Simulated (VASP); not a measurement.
# SrAg3 (Pm-3m) in VASP: further runs

Runs on SrAg3. Level: PBE. Tasks: single point.

Everything below comes from runs of VASP 6.6.1. Logs are shortened: lines on timing, memory, paths and dates and some standing lists are left out, and cuts for length are marked.

**1. The cell of the first run**

The structure is cubic, space group Pm-3m (No. 221). The conventional cell has a = 4.601 Å, b = 4.601 Å, c = 4.601 Å, α = 90.00°, β = 90.00°, γ = 90.00°. Within 4.3 Å of Sr (site symmetry m-3m) lie 12 Ag at 3.25 Å. Within 4.3 Å of Ag (site symmetry 4/mmm) lie 4 Sr at 3.25 Å and 8 Ag at 3.25 Å.

**2. Single point, PBE (24.35 Å³/atom)**

File INCAR:

```
PREC = Accurate
ENCUT = 520
EDIFF = 1E-6
ISMEAR = 0
SIGMA = 0.05
LREAL = False
LASPH = True
NELM = 60
ALGO = Normal
ISIF = 2
LWAVE = False
LCHARG = True
GGA = PE
LELF = True
LVHAR = True
NBANDS = 30
```

File KPOINTS:

```
Automatic mesh
0
Gamma
  8 8 8
```

File POSCAR:

```
SrAg3
1.0
    4.6011394860      0.0000000000      0.0000000000
    0.0000000000      4.6011394860      0.0000000000
    0.0000000000      0.0000000000      4.6011394860
Sr Ag
1 3
Direct
    0.0000000000      0.0000000000      0.0000000000
    0.0000000000      0.5000000000      0.5000000000
    0.5000000000      0.5000000000      0.0000000000
    0.5000000000      0.0000000000      0.5000000000
```

Potentials or basis: VASP PAW PBE potentials, release 64 (Sr_sv, Ag).

Run with:

```bash
$ cat potpaw_PBE.64/Sr_sv/POTCAR potpaw_PBE.64/Ag/POTCAR > POTCAR
$ mpirun -np 1 vasp_std > vasp.out
```

OUTCAR:

```text
PREC = Accurate
   ENCUT = 520
   EDIFF = 1E-6
   ISMEAR = 0
   LREAL = False
   LASPH = True
   NELM = 60
   ISIF = 2
   GGA = PE

 ion  position               nearest neighbor table
   1  0.000  0.000  0.000-   2 3.25   3 3.25   4 3.25   2 3.25   4 3.25   2 3.25   3 3.25   2 3.25
                             3 3.25   4 3.25   4 3.25   3 3.25
   2  0.000  0.500  0.500-   1 3.25   3 3.25   4 3.25   1 3.25   3 3.25   1 3.25   4 3.25   1 3.25
                             3 3.25   4 3.25   3 3.25   4 3.25
   3  0.500  0.500  0.000-   1 3.25   2 3.25   4 3.25   2 3.25   4 3.25   1 3.25   4 3.25   4 3.25
                             1 3.25   2 3.25   2 3.25   1 3.25
   4  0.500  0.000  0.500-   1 3.25   2 3.25   3 3.25   1 3.25   3 3.25   2 3.25   3 3.25   3 3.25
                             1 3.25   2 3.25   1 3.25   2 3.25

  LATTYP: Found a simple cubic cell.
 ALAT       =     4.6011394860

  Lattice vectors:

 A1 = (   4.6011394860,   0.0000000000,   0.0000000000)
 A2 = (   0.0000000000,   4.6011394860,   0.0000000000)
 A3 = (   0.0000000000,   0.0000000000,   4.6011394860)

Analysis of symmetry for initial positions (statically):
=====================================================================
 Subroutine PRICEL returns:
 Original cell was already a primitive cell.

 Routine SETGRP: Setting up the symmetry group for a
 simple cubic supercell.

 Subroutine GETGRP returns: Found 48 space group operations
 (whereof 48 operations were pure point group operations)
 out of a pool of 48 trial point group operations.

The static configuration has the point symmetry O_h .

Analysis of symmetry for dynamics (positions and initial velocities):
=====================================================================
 Subroutine PRICEL returns:
 Original cell was already a primitive cell.

 Routine SETGRP: Setting up the symmetry group for a
 simple cubic supercell.

 Subroutine GETGRP returns: Found 48 space group operations
 (whereof 48 operations were pure point group operations)
 out of a pool of 48 trial point group operations.

The dynamic configuration has the point symmetry O_h .

 Subroutine INISYM returns: Found 48 space group operations
 (whereof 48 operations are pure point group operations),
 and found     1 'primitive' translations

----------------------------------------------------------------------------------------

                                     Primitive cell

  volume of cell :      97.4084

  direct lattice vectors                    reciprocal lattice vectors
     4.601139486  0.000000000  0.000000000     0.217337467  0.000000000  0.000000000
     0.000000000  4.601139486  0.000000000     0.000000000  0.217337467  0.000000000
     0.000000000  0.000000000  4.601139486     0.000000000  0.000000000  0.217337467

  length of vectors
     4.601139486  4.601139486  4.601139486     0.217337467  0.217337467  0.217337467

  position of ions in fractional coordinates (direct lattice)
     0.000000000  0.000000000  0.000000000
     0.000000000  0.500000000  0.500000000
     0.500000000  0.500000000  0.000000000
     0.500000000  0.000000000  0.500000000

  ion indices of the primitive-cell ions
   primitive index   ion index
                 1           1
                 2           2
                 3           3
                 4           4

----------------------------------------------------------------------------------------

 KPOINTS: Automatic mesh

Automatic generation of k-mesh.
 Grid dimensions read from file:
 generate k-points for:    8    8    8

 Generating k-lattice:

  Cartesian coordinates                     Fractional coordinates (reciprocal lattice)
     0.027167183  0.000000000  0.000000000     0.125000000  0.000000000  0.000000000
     0.000000000  0.027167183  0.000000000     0.000000000  0.125000000  0.000000000
     0.000000000  0.000000000  0.027167183     0.000000000  0.000000000  0.125000000

  Length of vectors
     0.027167183  0.027167183  0.027167183

  Shift w.r.t. Gamma in fractional coordinates (k-lattice)
     0.000000000  0.000000000  0.000000000

 Subroutine IBZKPT returns following result:
 ===========================================

 Found     35 irreducible k-points:

 Following reciprocal coordinates:
            Coordinates               Weight
  0.000000  0.000000  0.000000      1.000000
  0.125000  0.000000  0.000000      6.000000
  0.250000  0.000000  0.000000      6.000000
  0.375000  0.000000  0.000000      6.000000
  0.500000  0.000000  0.000000      3.000000
  0.125000  0.125000  0.000000     12.000000
[... 16 lines left out ...]
  0.375000  0.375000  0.125000     24.000000
  0.500000  0.375000  0.125000     24.000000
 [... further k-points ...]
   k-points           NKPTS =     35   k-points in BZ     NKDIM =     35   number of bands    NBANDS=     30
   number of dos      NEDOS =    301   number of ions     NIONS =      4
   total plane-waves  NPLWV =  46656
   dimension x,y,z NGX =    36 NGY =   36 NGZ =   36
   dimension x,y,z NGXF=    72 NGYF=   72 NGZF=   72
   ions per type =               1   3
   NGX,Y,Z   is equivalent  to a cutoff of  13.01, 13.01, 13.01 a.u.
   NGXF,Y,Z  is equivalent  to a cutoff of  26.01, 26.01, 26.01 a.u.
 SYSTEM =  unknown system
   PREC   = accura    normal or accurate (medium, high low for compatibility)
   ISTART =      0    job   : 0-new  1-cont  2-samecut
   ICHARG =      2    charge: 1-file 2-atom 10-const
   ISPIN  =      1    spin polarized calculation?
   LNONCOLLINEAR =      F non collinear calculations
   LSORBIT =      F    spin-orbit coupling
   LASPH  =      T    aspherical Exc in radial PAW
   ENCUT  =  520.0 eV  38.22 Ry    6.18 a.u.   8.56  8.56  8.56*2*pi/ulx,y,z
   NELM   =     60;   NELMIN=  2; NELMDL= -5     # of ELM steps
   EDIFF  = 0.1E-05   stopping-criterion for ELM
   LREAL  =      F    real-space projection
   EDIFFG = 0.1E-04   stopping-criterion for IOM
   NSW    =      0    number of steps for IOM
   IBRION =     -1    ionic relax: 0-MD 1-quasi-New 2-CG
   NFREE  =      0    steps in history (QN), initial steepest desc. (CG)
   ISIF   =      2    stress and relaxation
   ISYM   =      2    0-nonsym 1-usesym 2-fastsym
   POTIM  = 0.5000    time-step for ionic-motion
   TEBEG  =    0.0;   TEEND  =   0.0 temperature during run
   PSTRESS=    0.0 pullay stress
   NELECT =      43.0000    total number of electrons
   NUPDOWN=      -1.0000    fix difference up-down
   EMIN   =  10.00;   EMAX   =-10.00  energy-range for DOS
   EFERMI =   0.00;   METHOD = LEGACY
   ISMEAR =     0;   SIGMA  =   0.05  broadening in eV -4-tet -1-fermi 0-gaus
   EFERMI_NEDOS =   21; number of points for ismear=-14 and -15
   IALGO  =     38    algorithm
   IMIX   =      4    mixing-type and parameters
     AMIX     =   0.40;   BMIX     =  1.00
     AMIX_MAG =   1.60;   BMIX_MAG =  1.00
  volume/ion in A,a.u.               =      24.35       164.34
  Fermi-wavevector in a.u.,A,eV,Ry     =   1.246519  2.355579 21.140865  1.553810
  Thomas-Fermi vector in A             =   2.380693
   LORBIT       =      0    0 simple, 1 ext, 2 COOP (PROOUT), +10 PAW based schemes
   GGA     = PE    functional components
   LHFCALC =     F    Hartree Fock is set to
   AEXX    =    0.0000 exact exchange contribution
   IVDW    =     0    specifies the selected vdW correction
   LEPSILON=     F    determine dielectric tensor
   LRPA    =     F    only Hartree local field effects (RPA)
 non-spin polarized calculation
 Gauss-broadening in eV      SIGMA  =   0.05
  energy-cutoff  :      520.00
  volume of cell :       97.41
 maximum number of plane-waves:      2657
 NGX is ok and might be reduce to    36
   NGX = 17   NGY = 17   NGZ = 17

 number of electron      42.9999984 magnetization

 Free energy of the ion-electron system (eV)
  ---------------------------------------------------
  ext. energy  EPLUGINS =         0.00000000
  ---------------------------------------------------
  free energy    TOTEN  =        -9.94846838 eV

  energy without entropy =       -9.94518412  energy(sigma->0) =       -9.94682625

 E-fermi :   5.0865     XC(G=0): -10.2477

 val. band max:        5.0809486596   @ k =   0.5000   0.3750   0.3750
 cond. band min:       5.1023463549   @ k =   0.2500   0.2500   0.2500
 fundamental gap:      0.0213976953
 Fermi energy:         5.0864691946

 k-point     1 :       0.0000    0.0000    0.0000
  band No.  band energies     occupation
      1     -30.3651      2.00000
      2     -12.4168      2.00000
      3     -12.4168      2.00000
      4     -12.4168      2.00000
      5      -0.7515      2.00000
      6      -0.1193      2.00000
[... 22 lines left out ...]
     29      12.1333      0.00000
     30      12.5030      0.00000

 k-point     2 :       0.1250    0.0000    0.0000
  band No.  band energies     occupation
      1     -30.3647      2.00000
      2     -12.4292      2.00000
      3     -12.4173      2.00000
      4     -12.4173      2.00000
      5      -0.6122      2.00000
      6      -0.0812      2.00000
[... 22 lines left out ...]
     29      11.2091      0.00000
     30      12.3765      0.00000

 k-point     3 :       0.2500    0.0000    0.0000
  band No.  band energies     occupation
      1     -30.3638      2.00000
      2     -12.4587      2.00000
      3     -12.4183      2.00000
      4     -12.4183      2.00000
      5      -0.2260      2.00000
      6       0.0223      2.00000
[... 22 lines left out ...]
     29      10.0861      0.00000
     30      12.4722      0.00000

 k-point     4 :       0.3750    0.0000    0.0000
  band No.  band energies     occupation
      1     -30.3630      2.00000
      2     -12.4879      2.00000
      3     -12.4193      2.00000
      4     -12.4193      2.00000
      5       0.0740      2.00000
      6       0.1279      2.00000
[... 616 lines left out ...]
     29      10.7990      0.00000
     30      12.0616      0.00000

 k-point    23 :       0.3750    0.3750    0.1250
  band No.  band energies     occupation
      1     -30.3610      2.00000
      2     -12.4769      2.00000
      3     -12.4721      2.00000
      4     -12.4285      2.00000
      5       0.1989      2.00000
      6       0.2870      2.00000
[... 22 lines left out ...]
     29      11.8201      0.00000
     30      12.1766      0.00000

 k-point    24 :       0.5000    0.3750    0.1250
  band No.  band energies     occupation
      1     -30.3607      2.00000
      2     -12.4837      2.00000
      3     -12.4726      2.00000
      4     -12.4285      2.00000
      5       0.2613      2.00000
      6       0.2742      2.00000
[... 22 lines left out ...]
     29      11.5901      0.00000
     30      12.3803      0.00000

 [... further k-points ...]

------------------------ aborting loop because EDIFF is reached ----------------------------------------

  FORCE on cell =-STRESS in cart. coord.  units (eV):
  Direction    XX          YY          ZZ          XY          YZ          ZX
  --------------------------------------------------------------------------------------
  -------------------------------------------------------------------------------------
  Total       -0.3787967     -0.3787967     -0.3787967     -0.0000000      0.0000000      0.0000000
  in kB       -6.2304667     -6.2304667     -6.2304667     -0.0000000      0.0000000      0.0000000
  external PRESSURE =      -6.2304667 kB  Pullay stress =       0.0000000 kB

 VOLUME and BASIS-vectors are now :
 -----------------------------------------------------------------------------
  energy-cutoff  :      520.00
  volume of cell :       97.41
      direct lattice vectors                 reciprocal lattice vectors
     4.601139486  0.000000000  0.000000000     0.217337467  0.000000000  0.000000000
     0.000000000  4.601139486  0.000000000     0.000000000  0.217337467  0.000000000
     0.000000000  0.000000000  4.601139486     0.000000000  0.000000000  0.217337467

 POSITION                                       TOTAL-FORCE (eV/Angst)
 -----------------------------------------------------------------------------------
      0.00000      0.00000      0.00000         0.000000      0.000000      0.000000
      0.00000      2.30057      2.30057         0.000000      0.000000      0.000000
      2.30057      2.30057      0.00000         0.000000      0.000000      0.000000
      2.30057      0.00000      2.30057         0.000000      0.000000      0.000000
 -----------------------------------------------------------------------------------
    total drift:                                0.000000      0.000000      0.000000

  FREE ENERGIE OF THE ION-ELECTRON SYSTEM (eV)
  ---------------------------------------------------
  free  energy   TOTEN  =        -9.9484683786 eV

  energy  without entropy=       -9.9451841178  energy(sigma->0) =       -9.94682625
```

Wall time 2.2 min (1 thread of Intel Xeon 8259CL, shared host); peak memory 0.26 GiB.

What came out:

- Free energy: -9.9485 eV
- Pressure: -0.6 GPa
- Band gap on the k mesh: zero (an odd number of electrons rules out a gap without spin polarisation)

(Part 1 of 2 ends here.)
